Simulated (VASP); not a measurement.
**Mo2Se2S: single point with PBE**

Mo2Se2S:

```
Mo Se S
1.0
     5.07609    0.00000    0.00000
     0.00000    5.07609    0.00000
     0.00000    0.00000    4.68377
Mo Se S
2 2 1
Cartesian
  0.0000 0.0000 1.3289
  0.0000 0.0000 3.3548
  0.0000 2.5380 0.0000
  2.5380 0.0000 0.0000
  2.5380 2.5380 0.0000
```

The cell was generated, and may not be a known phase.

```yaml
Program: VASP 6.6.1
Task: single point
Functional: PBE
Potentials_or_basis: VASP PAW PBE potentials, release 64 (Mo_sv, Se, S)
Cutoff: 520 eV
k_mesh: 2 × 2 × 3
Occupations: gaussian, width 0.15 eV
Spin: collinear spin
Starting_moments: "[1.0, 1.0, 0.0, 0.0, 0.0] μB"
Dipole_correction: no
Further_INCAR_settings: ALGO = Normal; EDIFF = 1e-06; NBANDS = 35
```

```json
{
 "Pressure": "0.6 GPa",
 "Largest force": "0.616 eV/Å",
 "Net moment": "0.13 μB per cell",
 "Site moments": "Mo +0.01; Se +0.01; S +0.06 μB",
 "Valence electrons inside the program's atomic spheres": "Mo 12.71; Se 3.77; S 3.60"
}
```

Forces on the atoms (eV/Å):
```
Mo   0.000  0.000 -0.616
Mo   0.000  0.000  0.616
Se   0.000  0.000  0.000
Se   0.000  0.000  0.000
S    0.000  0.000  0.000
```

Stress tensor (GPa, compression positive):
```
0.09 0.00 0.00
0.00 0.09 0.00
0.00 0.00 1.67
```

Levels at points of the mesh, in eV from the Fermi level:
Spin up:
| k point | band 19 | band 20 | band 21 | band 22 | band 23 | band 24 | band 25 | band 26 |
| --- | --- | --- | --- | --- | --- | --- | --- | --- |
| (0.00, 0.00, 0.00) | -1.31 | -0.77 | -0.77 | -0.52 | 0.06 | 0.26 | 1.08 | 2.95 |
| (0.50, 0.00, 0.00) | -1.19 | -0.73 | -0.66 | -0.55 | 0.04 | 0.09 | 0.96 | 1.07 |
| (0.50, 0.50, 0.00) | -1.88 | -1.49 | -0.91 | -0.66 | -0.66 | 0.75 | 1.26 | 1.33 |
Spin down:
| k point | band 20 | band 21 | band 22 | band 23 | band 24 | band 25 |
| --- | --- | --- | --- | --- | --- | --- |
| (0.00, 0.00, 0.00) | -0.77 | -0.77 | -0.50 | 0.07 | 0.38 | 1.08 |
| (0.50, 0.00, 0.00) | -0.71 | -0.65 | -0.54 | 0.11 | 0.14 | 0.96 |
| (0.50, 0.50, 0.00) | -1.37 | -0.91 | -0.63 | -0.63 | 0.76 | 1.28 |

It took 64 s on 1 thread of Intel(R) Xeon(R) Platinum 8488C (Sapphire Rapids), with other jobs on the host, peak memory 0.28 GiB.

Caveat: the k points lie up to 0.62 Å⁻¹ apart; atoms lie so close that the PAW spheres overlap strongly, which falsifies energies and pressures.
